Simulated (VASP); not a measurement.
HF: single point with PBE

The system is HF.

```xyz
12
Lattice="5.6836 0.0000 0.0000 0.0000 5.6836 0.0000 0.0000 0.0000 5.6836" Properties=species:S:1:pos:R:3 pbc="T T T"
F     1.8548   -0.7829    2.4884
F    -0.8542   -0.0913    4.4576
F     4.9945    1.3022    2.3698
F     4.0106    1.0212   -0.0163
F     4.1334    3.8021    2.6191
F     1.8755    3.2193    5.1335
H     1.3989   -0.7091    1.6930
H    -0.0748   -0.4900    3.6517
H     4.6812    3.0859    2.9503
H   -16.4951   29.1627   -1.9288
H     3.2825    3.9327    2.5326
H   -12.8294  -15.3738   25.1770
```

```json
{"Program": "VASP 6.6.1", "Task": "single point", "Functional": "PBE", "Potentials or basis": "VASP PAW PBE potentials, release 64 (F, H)", "Cutoff": "520 eV", "k mesh": "1 × 1 × 1", "Occupations": "fermi-dirac, width 0.02 eV", "Spin": "no spin polarisation"}
```

| Quantity | Value |
| --- | --- |
| Pressure | 4.0 GPa |
| Largest force | 8.772 eV/Å |
| Band gap on the k mesh | 0.12 eV |

Forces on the atoms (eV/Å):
```
F    1.183 -0.483  1.338
F    2.855 -0.964 -2.082
F    5.743 -1.293 -0.353
F   -1.485  0.742  0.910
F    7.865  0.488 -0.231
F   -0.111 -0.032 -0.207
H   -0.559  0.092 -1.882
H   -0.686  1.326  1.811
H    0.398 -1.156  0.778
H   -0.372 -1.020  0.248
H   -8.701  1.066 -0.307
H   -6.128  1.234 -0.024
```

Stress tensor (GPa, compression positive):
```
 9.49 -3.52  1.33
-3.52  2.17 -0.42
 1.33 -0.42  0.24
```

Levels at points of the mesh, in eV from the valence-band top:
| k point | band 21 | band 22 | band 23 | band 24 | band 25 | band 26 | band 27 | band 28 |
| --- | --- | --- | --- | --- | --- | --- | --- | --- |
| (0.00, 0.00, 0.00) | -0.58 | -0.29 | -0.06 | 0.00 | 0.12 | 2.57 | 4.86 | 5.43 |

Run time: 19 s on 1 thread of AMD EPYC 9R45 (Zen 5), on a shared host, peak memory 0.2 GiB.

Caveat: the k points lie up to 1.11 Å⁻¹ apart.
